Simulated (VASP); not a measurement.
# CdS: single point with r2SCAN

Crystal: CdS.

```
CELL_PARAMETERS angstrom
0.00000 2.93921 2.93921
2.93921 0.00000 2.93921
2.93921 2.93921 0.00000
ATOMIC_POSITIONS crystal
Cd 0.00000 0.00000 0.00000
S 0.25000 0.25000 0.25000
```

- Program: VASP 6.6.1
- Task: single point
- Functional: r2SCAN
- Potentials or basis: VASP PAW PBE potentials, release 64 (Cd, S)
- Cutoff: 550 eV
- k mesh: 6 × 6 × 6
- Occupations: methfessel-paxton, width 0.001 eV
- Spin: no spin polarisation

| Property | Result |
| --- | --- |
| Pressure | 0.3 GPa |
| Band gap on the k mesh | 1.54 eV |

Levels at points of the mesh, in eV from the valence-band top:
```tsv
k point	band 7	band 8	band 9	band 10	band 11	band 12
(0.00, 0.00, 0.00)	0.00	0.00	0.00	1.54	7.08	7.08
(0.50, 0.00, 0.00)	-4.32	-0.73	-0.73	3.44	7.48	7.48
(0.50, 0.50, 0.00)	-3.88	-1.84	-1.84	3.88	4.73	9.69
```

Wall time 41 s on 1 thread of Intel(R) Xeon(R) 6975P-C (Granite Rapids), on a shared host, peak memory 0.18 GiB.

Caveat: the PAW data sets were made with another functional, which shifts forces and pressure a little. r2SCAN opens gaps a little over a GGA but as a rule still falls short of measured ones.
